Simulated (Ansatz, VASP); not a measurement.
**Two plane-wave programs on Ni**

File INCAR:

```
PREC     = Accurate       # precision mode
ENCUT    = 520            # plane-wave cutoff, eV
EDIFF    = 1E-6           # SCF threshold, eV
ISMEAR   = -1             # smearing method
SIGMA    = 0.05           # smearing width, eV
LREAL    = False          # projectors in reciprocal space
LASPH    = True           # aspherical terms in the spheres
NELM     = 150            # most SCF steps
ALGO     = Normal         # electronic algorithm
ISIF     = 2              # what is computed and relaxed
LWAVE    = False          # write WAVECAR
LCHARG   = True           # write CHGCAR
ISPIN    = 2              # spin polarisation
MAGMOM   = 0.589          # initial moments
LORBIT   = 11             # projections on sites
LMAXMIX  = 4              # l up to which the mixer works
GGA      = B5             # functional
ALDAX    = 1.0          
AGGAX    = 1.0          
AGGAC    = 1.0          
ALDAC    = 0.0          
LELF     = True           # ELF
LVHAR    = True         
NBANDS   = 15             # bands
```

Contents of KPOINTS:

```
Automatic mesh
0
Gamma
  17 17 17
```

The input POSCAR:

```
Ni
1.0
   -1.3849119629      1.3849119629      1.3849119629
    1.3849119629     -1.3849119629      1.3849119629
    1.3849119629      1.3849119629     -1.3849119629
Ni
1
Direct
    0.0000000000      0.0000000000      0.0000000000
```

Input for Ansatz:

```yaml
crystal:
  lattice:
    - [-1.3849119629, 1.3849119629, 1.3849119629]
    - [1.3849119629, -1.3849119629, 1.3849119629]
    - [1.3849119629, 1.3849119629, -1.3849119629]
  atoms:
    - { symbol: Ni, position: [0.0, 0.0, 0.0], spin: 0.589 }
hamiltonian:
  xc: blyp
  pseudopotentials:
    kind: paw
    azcp:
      Ni: "pseudopotentials/Ni.paw.azcp"
basis:
  ecutwfc: 420
  fft_grid_basis: typed
kpoints:
  mp_grid: { grid: [17, 17, 17], shift: [0, 0, 0] }
magnetization:
  spin_polarized: true
scf:
  occupations: { method: fermi_dirac, width: 0.05 }
  lower_state_search: "off"
output:
  stress: true
```

Alike in both runs: task single point; functional BLYP; k mesh 17 × 17 × 17; occupations fermi-dirac, width 0.05 eV; collinear spin.

|  | VASP | Ansatz |
| --- | --- | --- |
| version | VASP 6.6.1 | Ansatz 0.2.0 |
| potentials or method | VASP PAW PBE potentials, release 64 (Ni), cutoff 520 eV | plane waves (420 eV) with PAW, scalar-relativistic |
| valence electrons in the cell | 10 | 18 |

Ansatz gave:

| Property | Result |
| --- | --- |
| pressure (GPa) | 16.7 |
| net moment per atom (μB) | 0.49 |
| size of the moment on the site where the two differ most (μB) | 0.51 |

What did VASP give for the same quantities?

Pressure (GPa): 16.6; net moment per atom (μB): 0.48; size of the moment on the site where the two differ most (μB): 0.48.

VASP's potentials were made for PBE, not for BLYP. Site moments also hang on the region over which each program counts them. The functional is the same, so the differences come from potentials, cutoffs and numerics. VASP's potentials hold 10 valence electrons a cell and Ansatz's 18, so a difference there can come from the potentials and not from the codes.
